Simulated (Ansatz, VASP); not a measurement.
## CaMg in VASP and in Ansatz

```xyz
2
Lattice="3.9661 0.0000 0.0000 0.0000 3.9661 0.0000 0.0000 0.0000 3.9661" Properties=species:S:1:pos:R:3 pbc="T T T"
Ca    0.0000    0.0000    0.0000
Mg    1.9831    1.9831    1.9831
```

Alike in both runs: task single point; functional LDA; k mesh 4 × 4 × 4; occupations gaussian, width 0.1 eV; no spin polarisation.

```csv
,VASP,Ansatz
version,VASP 6.6.1,Ansatz 0.2.0
potentials or method,"VASP PAW LDA potentials, release 64 (Ca_sv, Mg), cutoff 600 eV","scalar-relativistic, plane waves, PAW"
valence electrons in the cell,12,20
```

|  | VASP | Ansatz | Ansatz less VASP |
| --- | --- | --- | --- |
| gap on the k mesh at the Fermi level (eV) | none | none | - |
| pressure (GPa) | -2.1 | -2.0 | +0.14 |

LDA's correlation is that of Perdew and Zunger in VASP and of Perdew and Wang (1992) in Ansatz. A gap of «none» marks a metal or a gap that the smearing closes. VASP's potentials hold 12 valence electrons a cell and Ansatz's 20, so a difference there can come from the potentials and not from the codes.

The k mesh is coarse, so the values compare programs but aren't converged.
